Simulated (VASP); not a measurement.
# CuI (l.bB) (F-43m) in VASP: further runs, part 2 of 2

VASP 6.6.1. The steps go on from the part before.

**3. Single point, LDA**

The input, INCAR:

```
PREC = Accurate
ENCUT = 600
EDIFF = 1E-6
ISMEAR = 0
SIGMA = 0.02
LREAL = False
LASPH = True
NELM = 120
ALGO = Normal
ISIF = 2
LWAVE = False
LCHARG = False
GGA = CA
NBANDS = 16
GGA_COMPAT = False
```

The input, KPOINTS:

```
Automatic mesh
0
Gamma
  8 8 8
```

The input, POSCAR:

```
CuI
1.0
    0.0000000000      2.9308021272      2.9308021272
    2.9308021272      0.0000000000      2.9308021272
    2.9308021272      2.9308021272      0.0000000000
Cu I
1 1
Direct
    0.0000000000      0.0000000000      0.0000000000
    0.2500000000      0.2500000000      0.2500000000
```

Potentials or basis: VASP PAW LDA potentials, release 64 (Cu, I).

The run is started by

```console
$ cat potpaw_LDA.64/Cu/POTCAR potpaw_LDA.64/I/POTCAR > POTCAR
$ mpirun -np 1 vasp_std > vasp.out
```

OUTCAR:

```text
PREC = Accurate
   ENCUT = 600
   EDIFF = 1E-6
   ISMEAR = 0
   LREAL = False
   LASPH = True
   NELM = 120
   ISIF = 2
   GGA = CA

 ion  position               nearest neighbor table
   1  0.000  0.000  0.000-   2 2.54   2 2.54   2 2.54   2 2.54
   2  0.250  0.250  0.250-   1 2.54   1 2.54   1 2.54   1 2.54

  LATTYP: Found a face centered cubic cell.
 ALAT       =     5.8616042544

  Lattice vectors:

 A1 = (   0.0000000000,   2.9308021272,   2.9308021272)
 A2 = (   2.9308021272,   0.0000000000,   2.9308021272)
 A3 = (   2.9308021272,   2.9308021272,   0.0000000000)

Analysis of symmetry for initial positions (statically):
=====================================================================
 Subroutine PRICEL returns:
 Original cell was already a primitive cell.

 Routine SETGRP: Setting up the symmetry group for a
 face centered cubic supercell.

 Subroutine GETGRP returns: Found 24 space group operations
 (whereof 24 operations were pure point group operations)
 out of a pool of 48 trial point group operations.

The static configuration has the point symmetry T_d .

Analysis of symmetry for dynamics (positions and initial velocities):
=====================================================================
 Subroutine PRICEL returns:
 Original cell was already a primitive cell.

 Routine SETGRP: Setting up the symmetry group for a
 face centered cubic supercell.

 Subroutine GETGRP returns: Found 24 space group operations
 (whereof 24 operations were pure point group operations)
 out of a pool of 48 trial point group operations.

The dynamic configuration has the point symmetry T_d .

 Subroutine INISYM returns: Found 24 space group operations
 (whereof 24 operations are pure point group operations),
 and found     1 'primitive' translations

----------------------------------------------------------------------------------------

                                     Primitive cell

  volume of cell :      50.3488

  direct lattice vectors                    reciprocal lattice vectors
     0.000000000  2.930802127  2.930802127    -0.170601760  0.170601760  0.170601760
     2.930802127  0.000000000  2.930802127     0.170601760 -0.170601760  0.170601760
     2.930802127  2.930802127  0.000000000     0.170601760  0.170601760 -0.170601760

  length of vectors
     4.144780117  4.144780117  4.144780117     0.295490916  0.295490916  0.295490916

  position of ions in fractional coordinates (direct lattice)
     0.000000000  0.000000000  0.000000000
     0.250000000  0.250000000  0.250000000

  ion indices of the primitive-cell ions
   primitive index   ion index
                 1           1
                 2           2

----------------------------------------------------------------------------------------

 KPOINTS: Automatic mesh

Automatic generation of k-mesh.
 Grid dimensions read from file:
 generate k-points for:    8    8    8

 Generating k-lattice:

  Cartesian coordinates                     Fractional coordinates (reciprocal lattice)
    -0.021325220  0.021325220  0.021325220     0.125000000  0.000000000  0.000000000
     0.021325220 -0.021325220  0.021325220     0.000000000  0.125000000  0.000000000
     0.021325220  0.021325220 -0.021325220     0.000000000  0.000000000  0.125000000

  Length of vectors
     0.036936364  0.036936364  0.036936364

  Shift w.r.t. Gamma in fractional coordinates (k-lattice)
     0.000000000  0.000000000  0.000000000

 Subroutine IBZKPT returns following result:
 ===========================================

 Found     29 irreducible k-points:

 Following reciprocal coordinates:
            Coordinates               Weight
  0.000000  0.000000  0.000000      1.000000
  0.125000  0.000000  0.000000      8.000000
  0.250000  0.000000  0.000000      8.000000
  0.375000  0.000000  0.000000      8.000000
  0.500000  0.000000  0.000000      4.000000
  0.125000  0.125000  0.000000      6.000000
[... 16 lines left out ...]
  0.500000  0.250000  0.125000     48.000000
 -0.375000  0.250000  0.125000     24.000000
 [... further k-points ...]
   k-points           NKPTS =     29   k-points in BZ     NKDIM =     29   number of bands    NBANDS=     16
   number of dos      NEDOS =    301   number of ions     NIONS =      2
   total plane-waves  NPLWV =  46656
   dimension x,y,z NGX =    36 NGY =   36 NGZ =   36
   dimension x,y,z NGXF=    72 NGYF=   72 NGZF=   72
   ions per type =               1   1
   NGX,Y,Z   is equivalent  to a cutoff of  14.44, 14.44, 14.44 a.u.
   NGXF,Y,Z  is equivalent  to a cutoff of  28.88, 28.88, 28.88 a.u.
 SYSTEM =  unknown system
   PREC   = accura    normal or accurate (medium, high low for compatibility)
   ISTART =      0    job   : 0-new  1-cont  2-samecut
   ICHARG =      2    charge: 1-file 2-atom 10-const
   ISPIN  =      1    spin polarized calculation?
   LNONCOLLINEAR =      F non collinear calculations
   LSORBIT =      F    spin-orbit coupling
   LASPH  =      T    aspherical Exc in radial PAW
   ENCUT  =  600.0 eV  44.10 Ry    6.64 a.u.   8.28  8.28  8.28*2*pi/ulx,y,z
   NELM   =    120;   NELMIN=  2; NELMDL= -5     # of ELM steps
   EDIFF  = 0.1E-05   stopping-criterion for ELM
   LREAL  =      F    real-space projection
   EDIFFG = 0.1E-04   stopping-criterion for IOM
   NSW    =      0    number of steps for IOM
   IBRION =     -1    ionic relax: 0-MD 1-quasi-New 2-CG
   NFREE  =      0    steps in history (QN), initial steepest desc. (CG)
   ISIF   =      2    stress and relaxation
   ISYM   =      2    0-nonsym 1-usesym 2-fastsym
   POTIM  = 0.5000    time-step for ionic-motion
   TEBEG  =    0.0;   TEEND  =   0.0 temperature during run
   PSTRESS=    0.0 pullay stress
   NELECT =      18.0000    total number of electrons
   NUPDOWN=      -1.0000    fix difference up-down
   EMIN   =  10.00;   EMAX   =-10.00  energy-range for DOS
   EFERMI =   0.00;   METHOD = LEGACY
   ISMEAR =     0;   SIGMA  =   0.02  broadening in eV -4-tet -1-fermi 0-gaus
   EFERMI_NEDOS =   21; number of points for ismear=-14 and -15
   IALGO  =     38    algorithm
   IMIX   =      4    mixing-type and parameters
     AMIX     =   0.40;   BMIX     =  1.00
     AMIX_MAG =   1.60;   BMIX_MAG =  1.00
  volume/ion in A,a.u.               =      25.17       169.89
  Fermi-wavevector in a.u.,A,eV,Ry     =   1.161901  2.195675 18.368058  1.350014
  Thomas-Fermi vector in A             =   2.298468
   LORBIT       =      0    0 simple, 1 ext, 2 COOP (PROOUT), +10 PAW based schemes
   GGA     = CA    functional components
   LHFCALC =     F    Hartree Fock is set to
   AEXX    =    0.0000 exact exchange contribution
   IVDW    =     0    specifies the selected vdW correction
   LEPSILON=     F    determine dielectric tensor
   LRPA    =     F    only Hartree local field effects (RPA)
 non-spin polarized calculation
 Gauss-broadening in eV      SIGMA  =   0.02
  energy-cutoff  :      600.00
  volume of cell :       50.35
 maximum number of plane-waves:      1705
 NGX is ok and might be reduce to    36
   NGX = 17   NGY = 17   NGZ = 17

 number of electron      18.0000004 magnetization

 Free energy of the ion-electron system (eV)
  ---------------------------------------------------
  ext. energy  EPLUGINS =         0.00000000
  ---------------------------------------------------
  free energy    TOTEN  =        -6.99633501 eV

  energy without entropy =       -6.99633501  energy(sigma->0) =       -6.99633501

 E-fermi :   5.4879     XC(G=0):  -9.7661

 val. band max:        5.3439256677   @ k =   0.0000   0.0000   0.0000
 cond. band min:       6.6302335624   @ k =   0.0000   0.0000   0.0000
 fundamental gap:      1.2863078948
 Fermi energy:         5.4878715699

 k-point     1 :       0.0000    0.0000    0.0000
  band No.  band energies     occupation
      1      -9.2195      2.00000
      2       1.2103      2.00000
      3       1.2103      2.00000
      4       1.2103      2.00000
      5       2.9625      2.00000
      6       2.9625      2.00000
[... 8 lines left out ...]
     15      15.2038      0.00000
     16      15.2038      0.00000
[... 419 lines left out ...]
 k-point    24 :      -0.3750    0.2500    0.1250
  band No.  band energies     occupation
      1      -8.3816      2.00000
      2      -0.5668      2.00000
      3       0.6713      2.00000
      4       1.2426      2.00000
      5       2.8823      2.00000
      6       2.9734      2.00000
[... 8 lines left out ...]
     15      16.2250      0.00000
     16      16.9617      0.00000

 [... further k-points ...]

------------------------ aborting loop because EDIFF is reached ----------------------------------------

  FORCE on cell =-STRESS in cart. coord.  units (eV):
  Direction    XX          YY          ZZ          XY          YZ          ZX
  --------------------------------------------------------------------------------------
  -------------------------------------------------------------------------------------
  Total        0.0771864      0.0771864      0.0771864      0.0000000     -0.0000000      0.0000000
  in kB        2.4561882      2.4561882      2.4561882      0.0000000     -0.0000000      0.0000000
  external PRESSURE =       2.4561882 kB  Pullay stress =       0.0000000 kB

 VOLUME and BASIS-vectors are now :
 -----------------------------------------------------------------------------
  energy-cutoff  :      600.00
  volume of cell :       50.35
      direct lattice vectors                 reciprocal lattice vectors
     0.000000000  2.930802127  2.930802127    -0.170601760  0.170601760  0.170601760
     2.930802127  0.000000000  2.930802127     0.170601760 -0.170601760  0.170601760
     2.930802127  2.930802127  0.000000000     0.170601760  0.170601760 -0.170601760

 POSITION                                       TOTAL-FORCE (eV/Angst)
 -----------------------------------------------------------------------------------
      0.00000      0.00000      0.00000         0.000000      0.000000     -0.000000
      1.46540      1.46540      1.46540        -0.000000     -0.000000      0.000000
 -----------------------------------------------------------------------------------
    total drift:                                0.000000      0.000000     -0.000000

  FREE ENERGIE OF THE ION-ELECTRON SYSTEM (eV)
  ---------------------------------------------------
  free  energy   TOTEN  =        -6.9963350067 eV

  energy  without entropy=       -6.9963350067  energy(sigma->0) =       -6.99633501
```

OSZICAR:

```text
N       E                     dE             d eps       ncg     rms          rms(c)
DAV:   1     0.105868427448E+03    0.10587E+03   -0.86698E+03   936   0.141E+03
DAV:   2     0.349405098261E-01   -0.10583E+03   -0.97269E+02   976   0.253E+02
DAV:   3    -0.710965950716E+01   -0.71446E+01   -0.70485E+01  1248   0.694E+01
DAV:   4    -0.732458549848E+01   -0.21493E+00   -0.21485E+00  1208   0.107E+01
DAV:   5    -0.733028744158E+01   -0.57019E-02   -0.57019E-02  1368   0.176E+00    0.646E+00
DAV:   6    -0.722296388871E+01    0.10732E+00   -0.37845E+00   928   0.573E+01    0.406E+00
DAV:   7    -0.700387982736E+01    0.21908E+00   -0.91389E-01  1024   0.349E+01    0.201E+00
DAV:   8    -0.700038256362E+01    0.34973E-02   -0.51025E-02  1456   0.356E+00    0.524E-01
DAV:   9    -0.699648389759E+01    0.38987E-02   -0.10253E-02  1168   0.320E+00    0.259E-01
DAV:  10    -0.699651060375E+01   -0.26706E-04   -0.62640E-04  1192   0.168E-01    0.175E-01
DAV:  11    -0.699633507576E+01    0.17553E-03   -0.87322E-04  1208   0.104E+00    0.349E-02
DAV:  12    -0.699633770759E+01   -0.26318E-05   -0.10369E-04  1400   0.134E-01    0.437E-02
DAV:  13    -0.699633600275E+01    0.17048E-05   -0.43866E-06  1464   0.204E-02    0.144E-02
DAV:  14    -0.699633500669E+01    0.99606E-06   -0.11786E-06   736   0.400E-02
   1 F= -.69963350E+01 E0= -.69963350E+01  d E =-.210561E-26
```

stdout:

```text
POSCAR found type information on POSCAR CuI
 POSCAR found :  2 types and       2 ions
 scaLAPACK will be used
 LDA part: xc-table for (Slater(with rela. corr.)+CA(PZ))
 , standard interpolation
 POSCAR, INCAR and KPOINTS ok, starting setup
 FFT: planning ... GRIDC
 FFT: planning ... GRID_SOFT
 FFT: planning ... GRID
 WAVECAR not read
 entering main loop
```

Wall time 13 s (1 thread of Intel Xeon 6975P-C (Granite Rapids), shared host); peak memory 0.18 GiB.

What came out:

* Free energy: -6.9963 eV
* Pressure: 0.2 GPa
* Band gap on the k mesh: 1.29 eV, direct

Caveat: spin-orbit coupling is left out, which moves the levels of the heavy elements.
